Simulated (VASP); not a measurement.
# SnO (Pm-3m) in VASP: further runs, part 2 of 2

VASP 6.6.1. Earlier steps stand in the parts before.

**4. Single point, r2SCAN**

POSCAR reads:

```
SnO
1.0
    3.1034067823      0.0000000000      0.0000000000
    0.0000000000      3.1034067823      0.0000000000
    0.0000000000      0.0000000000      3.1034067823
Sn O
1 1
Direct
    0.0000000000      0.0000000000      0.0000000000
    0.5000000000      0.5000000000      0.5000000000
```

INCAR.step1 reads:

```
ALGO = Normal ; EDIFF = 1E-4
ENCUT = 520 ; GGA = PE
ISMEAR = -1 ; LASPH = True
LCHARG = False ; LREAL = False
LWAVE = True ; NBANDS = 17
NELM = 80 ; PREC = Accurate
SIGMA = 0.05
```

INCAR.step2 reads:

```
ALGO = Normal ; EDIFF = 1E-6
ENCUT = 520 ; ISIF = 2
ISMEAR = -1 ; ISTART = 1
LASPH = True ; LCHARG = True
LELF = True ; LMIXTAU = True
LREAL = False ; LVHAR = True
LWAVE = False ; METAGGA = R2SCAN
NBANDS = 17 ; NELM = 80
PREC = Accurate ; SIGMA = 0.05
```

KPOINTS reads:

```
k-points
0
Gamma
  6 6 6
```

Potentials or basis: VASP PAW PBE potentials, release 64 (Sn_d, O).

On the command line:

```console
$ cat potpaw_PBE.64/Sn_d/POTCAR potpaw_PBE.64/O/POTCAR > POTCAR
$ cp INCAR.step1 INCAR
$ mpirun -np 1 vasp_std > vasp.out
$ cp INCAR.step2 INCAR
$ mpirun -np 1 vasp_std > vasp.out
```

OUTCAR:

```text
EDIFF = 1E-6
   ENCUT = 520
   ISIF = 2
   ISMEAR = -1
   ISTART = 1
   LASPH = True
   LREAL = False
   METAGGA = R2SCAN
   NELM = 80
   PREC = Accurate

 ion  position               nearest neighbor table
   1  0.000  0.000  0.000-   2 2.69   2 2.69   2 2.69   2 2.69   2 2.69   2 2.69   2 2.69   2 2.69

   2  0.500  0.500  0.500-   1 2.69   1 2.69   1 2.69   1 2.69   1 2.69   1 2.69   1 2.69   1 2.69

  LATTYP: Found a simple cubic cell.
 ALAT       =     3.1034067823

  Lattice vectors:

 A1 = (   3.1034067823,   0.0000000000,   0.0000000000)
 A2 = (   0.0000000000,   3.1034067823,   0.0000000000)
 A3 = (   0.0000000000,   0.0000000000,   3.1034067823)

Analysis of symmetry for initial positions (statically):
=====================================================================
 Subroutine PRICEL returns:
 Original cell was already a primitive cell.

 Routine SETGRP: Setting up the symmetry group for a
 simple cubic supercell.

 Subroutine GETGRP returns: Found 48 space group operations
 (whereof 48 operations were pure point group operations)
 out of a pool of 48 trial point group operations.

The static configuration has the point symmetry O_h .

Analysis of symmetry for dynamics (positions and initial velocities):
=====================================================================
 Subroutine PRICEL returns:
 Original cell was already a primitive cell.

 Routine SETGRP: Setting up the symmetry group for a
 simple cubic supercell.

 Subroutine GETGRP returns: Found 48 space group operations
 (whereof 48 operations were pure point group operations)
 out of a pool of 48 trial point group operations.

The dynamic configuration has the point symmetry O_h .

 Subroutine INISYM returns: Found 48 space group operations
 (whereof 48 operations are pure point group operations),
 and found     1 'primitive' translations

[... 104 lines left out ...]
   ISMEAR =    -1;   SIGMA  =   0.05  broadening in eV -4-tet -1-fermi 0-gaus
   EFERMI_NEDOS =   21; number of points for ismear=-14 and -15
   IALGO  =     38    algorithm
   IMIX   =      4    mixing-type and parameters
     AMIX     =   0.40;   BMIX     =  1.00
     AMIX_MAG =   1.60;   BMIX_MAG =  1.00
  volume/ion in A,a.u.               =      14.94       100.85
  Fermi-wavevector in a.u.,A,eV,Ry     =   1.431900  2.705899 27.896550  2.050339
  Thomas-Fermi vector in A             =   2.551586
   LORBIT       =      0    0 simple, 1 ext, 2 COOP (PROOUT), +10 PAW based schemes
   METAGGA = R2SCAN    functional components
   LHFCALC =     F    Hartree Fock is set to
   AEXX    =    0.0000 exact exchange contribution
   IVDW    =     0    specifies the selected vdW correction
   LEPSILON=     F    determine dielectric tensor
   LRPA    =     F    only Hartree local field effects (RPA)
 non-spin polarized calculation
  energy-cutoff  :      520.00
  volume of cell :       29.89
 maximum number of plane-waves:       840
 NGX is ok and might be reduce to    24
   NGX = 11   NGY = 11   NGZ = 11

 number of electron      19.9999991 magnetization

 Free energy of the ion-electron system (eV)
  ---------------------------------------------------
  ext. energy  EPLUGINS =         0.00000000
  ---------------------------------------------------
  free energy    TOTEN  =       -31.58897619 eV

  energy without entropy =      -31.58824996  energy(sigma->0) =      -31.58861307

 E-fermi :   8.2978     XC(G=0): -12.1183

 val. band max:        8.0844016830   @ k =   0.5000   0.1667   0.0000
 cond. band min:       8.4384958756   @ k =   0.5000   0.5000   0.5000
 fundamental gap:      0.3540941926
 Fermi energy:         8.2978214895

 k-point     1 :       0.0000    0.0000    0.0000
  band No.  band energies     occupation
      1     -14.2116      2.00000
      2     -14.2116      2.00000
      3     -13.8210      2.00000
      4     -13.8210      2.00000
      5     -13.8210      2.00000
      6     -10.8786      2.00000
[... 377 lines left out ...]
      4     -13.7385      2.00000
      5     -13.7385      2.00000
      6      -9.5166      2.00000
[... 9 lines left out ...]
     16      21.7029      0.00000
     17      29.1102      0.00000

------------------------ aborting loop because EDIFF is reached ----------------------------------------

  FORCE on cell =-STRESS in cart. coord.  units (eV):
  Direction    XX          YY          ZZ          XY          YZ          ZX
  --------------------------------------------------------------------------------------
  -------------------------------------------------------------------------------------
  Total        0.0529059      0.0529059      0.0529059      0.0000000      0.0000000     -0.0000000
  in kB        2.8359522      2.8359522      2.8359522      0.0000000      0.0000000     -0.0000000
  external PRESSURE =       2.8359522 kB  Pullay stress =       0.0000000 kB

 VOLUME and BASIS-vectors are now :
 -----------------------------------------------------------------------------
  energy-cutoff  :      520.00
  volume of cell :       29.89
      direct lattice vectors                 reciprocal lattice vectors
     3.103406782  0.000000000  0.000000000     0.322226530  0.000000000  0.000000000
     0.000000000  3.103406782  0.000000000     0.000000000  0.322226530  0.000000000
     0.000000000  0.000000000  3.103406782     0.000000000  0.000000000  0.322226530

 POSITION                                       TOTAL-FORCE (eV/Angst)
 -----------------------------------------------------------------------------------
      0.00000      0.00000      0.00000         0.000000      0.000000      0.000000
      1.55170      1.55170      1.55170         0.000000      0.000000      0.000000
 -----------------------------------------------------------------------------------
    total drift:                                0.000000      0.000000     -0.000000

  FREE ENERGIE OF THE ION-ELECTRON SYSTEM (eV)
  ---------------------------------------------------
  free  energy   TOTEN  =       -31.5889761851 eV

  energy  without entropy=      -31.5882499636  energy(sigma->0) =      -31.58861307
```

OUTCAR.step1:

```text
EDIFF = 1E-4
   ENCUT = 520
   GGA = PE
   ISMEAR = -1
   LASPH = True
[... 615 lines left out ...]
      0.00000      0.00000      0.00000         0.000000      0.000000      0.000000
      1.55170      1.55170      1.55170         0.000000      0.000000      0.000000
 -----------------------------------------------------------------------------------
    total drift:                                0.000000      0.000000     -0.000000

  FREE ENERGIE OF THE ION-ELECTRON SYSTEM (eV)
  ---------------------------------------------------
  free  energy   TOTEN  =        -9.8294453433 eV

  energy  without entropy=       -9.8274076627  energy(sigma->0) =       -9.82842650
```

OSZICAR.step1:

```text
N       E                     dE             d eps       ncg     rms          rms(c)
DAV:   1     0.141301079060E+03    0.14130E+03   -0.10096E+04   712   0.186E+03
DAV:   2     0.971585267175E+00   -0.14033E+03   -0.13375E+03   752   0.386E+02
DAV:   3    -0.114931388610E+02   -0.12465E+02   -0.12380E+02   754   0.103E+02
DAV:   4    -0.117291100825E+02   -0.23597E+00   -0.23588E+00   784   0.145E+01
DAV:   5    -0.117349975539E+02   -0.58875E-02   -0.58870E-02   885   0.224E+00    0.807E+00
DAV:   6    -0.101307650559E+02    0.16042E+01   -0.10945E+01   843   0.422E+01    0.498E+00
DAV:   7    -0.985583020685E+01    0.27493E+00   -0.16796E+00   869   0.776E+00    0.133E+00
DAV:   8    -0.982986759081E+01    0.25963E-01   -0.15601E-01   768   0.320E+00    0.242E-01
DAV:   9    -0.982936076835E+01    0.50682E-03   -0.41380E-03   845   0.638E-01    0.900E-02
DAV:  10    -0.982944534331E+01   -0.84575E-04   -0.53202E-04   836   0.328E-01
   1 F= -.98294453E+01 E0= -.98284265E+01  d E =-.203768E-02
```

It took 18 s on 1 thread of Intel Xeon Platinum 8488C (Sapphire Rapids), shared host; peak memory 0.14 GiB.

What came out:

* Free energy: -31.5890 eV
* Pressure: 0.3 GPa
* Band gap on the k mesh: 0.35 eV (least direct gap 1.02 eV)

Levels at points of the mesh, in eV from the valence-band top:
```
           k point  band 8  band 9  band 10  band 11  band 12  band 13
(0.00, 0.00, 0.00)   -2.50   -2.50    -2.50     8.86     8.86     8.86
(0.50, 0.00, 0.00)   -1.73   -1.73    -0.65     0.76     7.88     7.88
(0.50, 0.50, 0.00)   -5.50   -4.54    -1.59     3.98     3.98     9.61
(0.50, 0.50, 0.50)   -3.31   -3.31    -0.90     0.35     0.35     0.35
```

Caveat: the PAW data sets were made with another functional, which shifts forces and pressure a little; spin-orbit coupling is left out, which moves the levels of the heavy elements.
